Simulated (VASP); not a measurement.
Set up this calculation in VASP 6.6.1, as the native input.

```
Task                   : single point
Functional             : PBE
Dispersion             : D3(BJ)
Potentials or basis    : VASP PAW PBE potentials, release 64 (Sn_d, O)
Cutoff                 : 520 eV
k mesh                 : 7 × 7 × 1
Occupations            : gaussian, width 0.05 eV
Spin                   : no spin polarisation
Dipole correction      : yes
Further INCAR settings : ALGO = Normal; EDIFF = 1e-06; NBANDS = 50
```

The structure of SnO lies in POSCAR:

```
SnO
1.0
    3.8201630918      0.0000000000      0.0000000000
    0.0000000000      3.8201630918      0.0000000000
    0.0000000000      0.0000000000     22.2260821141
Sn O
4 4
Direct
    0.7500000000      0.2500000000      0.2024648328
    0.2500000000      0.7500000000      0.3087832134
    0.2500000000      1.0000000000      0.4887519537
   -0.2500000000      1.5000000000      0.5950703343
    0.2500000000      0.2500000000      0.2556240231
    0.7500000000      0.7500000000      0.2556240231
   -0.2500000000      1.0000000000      0.5419111440
    0.2500000000      1.5000000000      0.5419111440
```

These files were run (other wordings do the same):

INCAR

```
  PREC = Accurate
  ENCUT = 520
  EDIFF = 1E-6
  ISMEAR = 0
  SIGMA = 0.05
  LREAL = F
  LASPH = T
  NELM = 80
  ALGO = Normal
  ISIF = 2
  LWAVE = F
  LCHARG = T
  LDIPOL = T
  IDIPOL = 3
  DIPOL = 0.5 0.5 0.399
  GGA = PE
  IVDW = 12
  LELF = T
  LVHAR = T
  LVACPOTAV = T
  NBANDS = 50
```

KPOINTS

```
regular mesh
0
Gamma
  7 7 1
```

Potentials or basis: VASP PAW PBE potentials, release 64 (Sn_d, O).

Run with:

```bash
$ cat potpaw_PBE.64/Sn_d/POTCAR potpaw_PBE.64/O/POTCAR > POTCAR
$ mpirun -np 1 vasp_std > vasp.out
```

Results of the run:

```
Largest force              : 0.081 eV/Å
Band gap on the k mesh     : 2.27 eV, indirect (least direct gap 2.51 eV)
Dispersion energy per atom : -0.157 eV
```

Caveat: spin-orbit coupling is left out, which moves the levels of the heavy elements.

Wall time 7.5 min on 1 thread of Intel Xeon 6975P-C, on a shared host, peak memory 0.46 GiB.
